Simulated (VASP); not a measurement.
# BaC2 (R-3m) in VASP: notebook, part 2 of 3

VASP 6.6.1. The steps go on from the part before.

### Step 3. Single point, LDA

This run uses another cell than the first one, of the same volume but with other edges.

INCAR reads:

```
PREC = Accurate
ENCUT = 520
EDIFF = 1E-6
ISMEAR = 0
SIGMA = 0.05
LREAL = F
LASPH = T
NELM = 100
ALGO = Normal
ISIF = 2
LWAVE = F
LCHARG = F
NBANDS = 16
```

KPOINTS reads:

```
Automatic mesh
0
Gamma
  9 9 9
```

POSCAR reads:

```
BaC2
1.0
    2.6926253860      1.5545879915      2.3515349405
   -2.6926253860      1.5545879915      2.3515349405
    0.0000000000     -3.1091759829      2.3515349406
Ba C
1 2
Direct
    0.0000000000      0.0000000000      0.0000000000
    0.5849370000      0.5849370000      0.5849370000
    0.4150630000      0.4150630000      0.4150630000
```

Potentials or basis: VASP PAW LDA potentials, release 64 (Ba_sv, C).

Command:

```console
> cat potpaw_LDA.64/Ba_sv/POTCAR potpaw_LDA.64/C/POTCAR > POTCAR
> mpirun -np 1 vasp_std > vasp.out
```

OUTCAR:

```text
PREC = Accurate
   ENCUT = 520
   EDIFF = 1E-6
   ISMEAR = 0
   LREAL = F
   LASPH = T
   NELM = 100
   ISIF = 2

 ion  position               nearest neighbor table
   1  0.000  0.000  0.000-   2 2.93   3 2.93   2 3.16   2 3.16   3 3.16   3 3.16   2 3.16   3 3.16

   2  0.585  0.585  0.585-   3 1.20   1 2.93   1 3.16   1 3.16   1 3.16
   3  0.415  0.415  0.415-   2 1.20   1 2.93   1 3.16   1 3.16   1 3.16

  LATTYP: Found a trigonal (rhomboedric) cell.
 ALAT       =     3.8982934560
 COS(alpha) =     0.0458145060

  Lattice vectors:

 A1 = (   2.6926253860,   1.5545879915,   2.3515349405)
 A2 = (  -2.6926253860,   1.5545879915,   2.3515349405)
 A3 = (   0.0000000000,  -3.1091759829,   2.3515349406)

Analysis of symmetry for initial positions (statically):
=====================================================================
 Subroutine PRICEL returns:
 Original cell was already a primitive cell.

 Routine SETGRP: Setting up the symmetry group for a
 trigonal (rhombohedral) supercell.

 Subroutine GETGRP returns: Found 12 space group operations
 (whereof 12 operations were pure point group operations)
 out of a pool of 12 trial point group operations.

The static configuration has the point symmetry D_3d.

Analysis of symmetry for dynamics (positions and initial velocities):
=====================================================================
 Subroutine PRICEL returns:
 Original cell was already a primitive cell.

 Routine SETGRP: Setting up the symmetry group for a
 trigonal (rhombohedral) supercell.

 Subroutine GETGRP returns: Found 12 space group operations
 (whereof 12 operations were pure point group operations)
 out of a pool of 12 trial point group operations.

The dynamic configuration has the point symmetry D_3d.

 Subroutine INISYM returns: Found 12 space group operations
 (whereof 12 operations are pure point group operations),
 and found     1 'primitive' translations

[... 117 lines left out ...]
  volume/ion in A,a.u.               =      19.69       132.85
  Fermi-wavevector in a.u.,A,eV,Ry     =   1.101711  2.081932 16.514305  1.213767
  Thomas-Fermi vector in A             =   2.238143
   LORBIT       =      0    0 simple, 1 ext, 2 COOP (PROOUT), +10 PAW based schemes
   GGA     = CA    functional components
   LHFCALC =     F    Hartree Fock is set to
   AEXX    =    0.0000 exact exchange contribution
   IVDW    =     0    specifies the selected vdW correction
   LEPSILON=     F    determine dielectric tensor
   LRPA    =     F    only Hartree local field effects (RPA)
 non-spin polarized calculation
 Gauss-broadening in eV      SIGMA  =   0.05
  energy-cutoff  :      520.00
  volume of cell :       59.06
 maximum number of plane-waves:      1629
 NGX is ok and might be reduce to    30

 number of electron      17.9999999 magnetization

 Free energy of the ion-electron system (eV)
  ---------------------------------------------------
  ext. energy  EPLUGINS =         0.00000000
  ---------------------------------------------------
  free energy    TOTEN  =       -21.47705908 eV

  energy without entropy =      -21.47705908  energy(sigma->0) =      -21.47705908

 E-fermi :   1.8896     XC(G=0):  -9.7053

 val. band max:        1.6711357803   @ k =  -0.4444   0.4444   0.4444
 cond. band min:       2.8460526475   @ k =   0.0000   0.0000   0.0000
 fundamental gap:      1.1749168671
 Fermi energy:         1.8895565358

 k-point     1 :       0.0000    0.0000    0.0000
  band No.  band energies     occupation
      1     -25.1009      2.00000
      2     -11.1243      2.00000
      3     -10.0017      2.00000
      4     -10.0017      2.00000
      5      -9.9193      2.00000
      6      -0.6429      2.00000
[... 433 lines left out ...]
      3     -10.6972      2.00000
      4     -10.5901      2.00000
      5      -9.7717      2.00000
      6      -1.4706      2.00000
[... 8 lines left out ...]
     15      10.5401      0.00000
     16      10.8569      0.00000

 [... further k-points ...]

------------------------ aborting loop because EDIFF is reached ----------------------------------------

  FORCE on cell =-STRESS in cart. coord.  units (eV):
  Direction    XX          YY          ZZ          XY          YZ          ZX
  --------------------------------------------------------------------------------------
  -------------------------------------------------------------------------------------
  Total       -1.9181572     -1.9181572      7.1023627      0.0000000      0.0000000     -0.0000000
  in kB      -52.0356332    -52.0356332    192.6723960      0.0000000      0.0000000     -0.0000000
  external PRESSURE =      29.5337098 kB  Pullay stress =       0.0000000 kB

 VOLUME and BASIS-vectors are now :
 -----------------------------------------------------------------------------
  energy-cutoff  :      520.00
  volume of cell :       59.06
      direct lattice vectors                 reciprocal lattice vectors
     2.692625386  1.554587992  2.351534941     0.185692374  0.107209542  0.141751384
    -2.692625386  1.554587992  2.351534941    -0.185692374  0.107209542  0.141751384
     0.000000000 -3.109175983  2.351534941     0.000000000 -0.214419084  0.141751384

 POSITION                                       TOTAL-FORCE (eV/Angst)
 -----------------------------------------------------------------------------------
      0.00000      0.00000      0.00000         0.000000     -0.000000     -0.000000
      0.00000      0.00000      4.12650        -0.000000      0.000000      5.487859
      0.00000      0.00000      2.92811        -0.000000     -0.000000     -5.487859
 -----------------------------------------------------------------------------------
    total drift:                                0.000000     -0.000000     -0.000000

  FREE ENERGIE OF THE ION-ELECTRON SYSTEM (eV)
  ---------------------------------------------------
  free  energy   TOTEN  =       -21.4770590837 eV

  energy  without entropy=      -21.4770590837  energy(sigma->0) =      -21.47705908
```

Run time: 1.9 min. Hardware: 1 thread of AMD EPYC 7R13, shared host; peak memory 0.18 GiB.

Results:

```
Free energy            : -21.4771 eV
Pressure               : 3.0 GPa
Largest force          : 5.488 eV/Å
Band gap on the k mesh : 1.18 eV, indirect (least direct gap 2.40 eV)
```

Forces in eV/Å, atoms in the order of the input:
```
Ba   0.000  0.000  0.000
C    0.000  0.000  5.488
C    0.000  0.000 -5.488
```

Stress tensor (GPa, compression positive):
```
-5.20  0.00  0.00
 0.00 -5.20  0.00
 0.00  0.00 19.27
```

Caveat: spin-orbit coupling is left out, which moves the levels of the heavy elements; forces of over 1 eV/Å act on the atoms, so gaps and moduli don't describe the material at rest. A k mesh can miss the band edges.

### Step 4. Single point, LDA

INCAR reads:

```
SYSTEM = BaC2
ALGO = Normal ; EDIFF = 1E-6
ENCUT = 520 ; ISIF = 2
ISMEAR = 0 ; LASPH = .True.
LCHARG = .False. ; LREAL = .False.
LWAVE = .False. ; NBANDS = 16
NELM = 100 ; PREC = Accurate
SIGMA = 0.05
```

KPOINTS reads:

```
k-points
0
Gamma
  9 9 9
  0 0 0
```

POSCAR reads:

```
BaC2
1.0
    2.5369251276      1.4646944054      2.6490369008
   -2.5369251276      1.4646944054      2.6490369008
    0.0000000000     -2.9293888107      2.6490369009
Ba C
1 2
Direct
    0.0000000000      0.0000000000      0.0000000000
    0.5849370000      0.5849370000      0.5849370000
    0.4150630000      0.4150630000      0.4150630000
```

Command:

```console
> cat potpaw_LDA.64/Ba_sv/POTCAR potpaw_LDA.64/C/POTCAR > POTCAR
> mpirun -np 1 vasp_std > vasp.out
```

Run time: 83 s. Hardware: 1 thread of AMD EPYC 7R13, shared host; peak memory 0.18 GiB.

The run converged. Its results:

```
Free energy            : -21.4188 eV
Pressure               : -9.6 GPa
Largest force          : 4.930 eV/Å
Band gap on the k mesh : 1.25 eV, indirect (least direct gap 1.82 eV)
```

Forces in eV/Å, atoms in the order of the input:
```
Ba   0.000  0.000  0.000
C    0.000  0.000 -4.930
C    0.000  0.000  4.930
```

Stress tensor (GPa, compression positive):
```
 -2.41   0.00   0.00
  0.00  -2.41   0.00
  0.00   0.00 -23.84
```

Levels at points of the mesh, in eV from the valence-band top:
```tsv
k point	band 7	band 8	band 9	band 10	band 11	band 12
(0.00, 0.00, 0.00)	-2.00	-0.56	-0.56	1.25	1.25	4.44
```

Caveat: spin-orbit coupling is left out, which moves the levels of the heavy elements; forces of over 1 eV/Å act on the atoms, so gaps and moduli don't describe the material at rest. A k mesh can miss the band edges.

### Step 5. Single point, LDA

This run uses another cell than the first one, of the same volume but with other edges.

INCAR reads:

```
SYSTEM = BaC2
  ALGO = Normal
  EDIFF = 1E-6
  ENCUT = 520
  ISIF = 2
  ISMEAR = 0
  LASPH = .True.
  LCHARG = .False.
  LREAL = .False.
  LWAVE = .False.
  NBANDS = 16
  NELM = 80
  PREC = Accurate
  SIGMA = 0.05
```

KPOINTS is that of step 4.

POSCAR reads:

```
BaC2
1.0
    2.6546960325      1.5326894690      2.4192107664
   -2.6546960325      1.5326894690      2.4192107664
    0.0000000000     -3.0653789380      2.4192107665
Ba C
1 2
Direct
    0.0000000000      0.0000000000      0.0000000000
    0.5849370000      0.5849370000      0.5849370000
    0.4150630000      0.4150630000      0.4150630000
```

Command:

```console
> cat potpaw_LDA.64/Ba_sv/POTCAR potpaw_LDA.64/C/POTCAR > POTCAR
> mpirun -np 1 vasp_std > vasp.out
```

It took 77 s on 1 thread of AMD EPYC 7R13, shared host; peak memory 0.18 GiB.

It converged, with:

```yaml
Free_energy: -21.6571 eV
Pressure: -1.3 GPa
Largest_force: 2.241 eV/Å
Band_gap_on_the_k_mesh: 1.22 eV, indirect (least direct gap 2.25 eV)
```

Forces on the atoms (eV/Å):
```
Ba   0.000  0.000  0.000
C    0.000  0.000  2.241
C    0.000  0.000 -2.241
```

Stress tensor (GPa, compression positive):
```
-4.71  0.00  0.00
 0.00 -4.71  0.00
 0.00  0.00  5.61
```

Levels at points of the mesh, in eV from the valence-band top:
```tsv
k point	band 7	band 8	band 9	band 10	band 11	band 12
(0.00, 0.00, 0.00)	-2.23	-1.04	-1.04	1.22	1.22	5.50
```

Caveat: spin-orbit coupling is left out, which moves the levels of the heavy elements; forces of over 1 eV/Å act on the atoms, so gaps and moduli don't describe the material at rest.

(Continued in part 3 of 3.)
